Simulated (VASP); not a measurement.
A run of VASP 6.6.1 is set up as follows.

The input INCAR:

```
SYSTEM = SnO2
PREC = Accurate
ENCUT = 600
EDIFF = 1E-7
ISMEAR = 0
SIGMA = 0.02
LREAL = .False.
LASPH = .True.
NELM = 100
ALGO = Normal
ISIF = 3
LWAVE = .False.
LCHARG = .False.
GGA = PE
IVDW = 12
IBRION = 2
NSW = 100
EDIFFG = -0.005
```

File KPOINTS:

```
Automatic mesh
0
Gamma
  9 9 4
  0 0 0
```

POSCAR

```
SnO2
1.0
    3.2305756168      0.0000000000      0.0000000000
   -1.6152878084      2.7977605530      0.0000000000
    0.0000000000      0.0000000000     10.7905620000
Sn O
2 4
Direct
    0.0000000000      0.0000000000      0.5000000000
    0.0000000000      0.0000000000      0.0000000000
    0.6666666700      0.3333333300      0.4058620000
    0.6666666700      0.3333333300      0.0941380000
    0.3333333300      0.6666666700      0.5941380000
    0.3333333300      0.6666666700      0.9058620000
```

Potentials or basis: VASP PAW PBE potentials, release 64 (Sn_d, O).

The run is started by

```console
$ cat potpaw_PBE.64/Sn_d/POTCAR potpaw_PBE.64/O/POTCAR > POTCAR
$ mpirun -np 1 vasp_std > vasp.out
```

Q: What does it give for the band gap on the k mesh?

A: 1.99 eV, indirect (least direct gap 2.35 eV).

Q: Predict the relaxed volume.

A: 15.26 Å³/atom.

Q: Estimate the dispersion energy per atom.

A: -0.166 eV.

Forces on the atoms (eV/Å):
```
Sn   0.000  0.000  0.000
Sn   0.000  0.000  0.000
O    0.000  0.000  0.003
O    0.000  0.000 -0.003
O    0.000  0.000 -0.003
O    0.000  0.000  0.003
```

Caveat: spin-orbit coupling is left out, which moves the levels of the heavy elements. A hybrid or GW would open this gap; PBE tends to underestimate it.
